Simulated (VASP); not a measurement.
The system is TaAs.

```
CELL_PARAMETERS angstrom
2.78151 0.00000 0.00000
0.00000 2.78151 0.00000
0.00000 0.00000 5.22203
ATOMIC_POSITIONS crystal
Ta 0.00000 0.00000 0.00000
As 0.00000 0.00000 0.50000
```

The cell was generated, and may not be a known phase.

* Program: VASP 6.6.1
* Task: relaxation of cell and atoms
* Functional: PBE
* Potentials or basis: VASP PAW PBE potentials, release 64 (Ta_pv, As)
* Cutoff: 600 eV
* k mesh: 20 × 20 × 12
* Occupations: gaussian, width 0.1 eV
* Spin: no spin polarisation

At the start: pressure 0.8 GPa; volume 20.20 Å³/atom.

**Question.** Where does the relaxation end?

**Answer.** Over 5 steps the energy falls by 8.1 meV/atom and the volume is 20.51 Å³/atom (+1.5 %); space group P4/mmm (No. 123, to 0.1 Å) before and after.

Step by step:
```csv
step,energy change (eV),largest force (eV/Å),pressure (GPa),volume (Å³)
1,0.0000,0.0000,0.81,40.40
2,-0.0141,0.0000,0.47,40.98
3,-0.0159,0.0000,0.50,40.85
4,-0.0157,0.0000,-0.66,41.23
5,-0.0162,0.0000,0.00,41.01
```

Final structure:
```cif
data_structure
_symmetry_space_group_name_H-M 'P 1'
_symmetry_Int_Tables_number 1
_cell_length_a 2.8209
_cell_length_b 2.8209
_cell_length_c 5.1538
_cell_angle_alpha 90.000
_cell_angle_beta 90.000
_cell_angle_gamma 90.000
_cell_volume 41.01
loop_
_atom_site_label
_atom_site_type_symbol
_atom_site_fract_x
_atom_site_fract_y
_atom_site_fract_z
_atom_site_occupancy
Ta1 Ta 0.00000 0.00000 0.00000 1
As1 As 0.00000 0.00000 0.50000 1
```
